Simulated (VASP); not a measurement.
The system is C.

```
CELL_PARAMETERS angstrom
-0.03882 1.79471 1.79471
1.79471 -0.03882 1.79471
1.79471 1.79471 -0.03882
ATOMIC_POSITIONS crystal
C 0.99993 0.99993 0.99993
C 0.25007 0.25007 0.25007
```

This cell differs from its parent crystal: epitaxial 111 strain +3.0%.

Base run:

- Program: VASP 6.6.1
- Functional: r2SCAN
- Potentials or basis: VASP PAW PBE potentials, release 64 (C)
- Cutoff: 520 eV
- k mesh: 12 × 12 × 12
- Occupations: gaussian, width 0.01 eV
- Spin: no spin polarisation

Its results: band gap on the k mesh 4.19 eV, indirect (least direct gap 5.38 eV); pressure -21.5 GPa; largest force 0.013 eV/Å.

**Question.** The run is repeated on the same cell with these changes: functional from r2SCAN to PBE; k mesh from 12 × 12 × 12 to 6 × 6 × 6. What comes out?

**Answer.** Band gap on the k mesh 4.01 eV, indirect (least direct gap 5.14 eV); pressure -17.5 GPa; largest force 0.045 eV/Å.

Several settings changed at once, so the effect can't be laid on one alone.

Caveats: some runs use coarse meshes; the PAW data sets were made with another functional, which shifts forces and pressure a little (some runs).

A k mesh can miss the band edges.
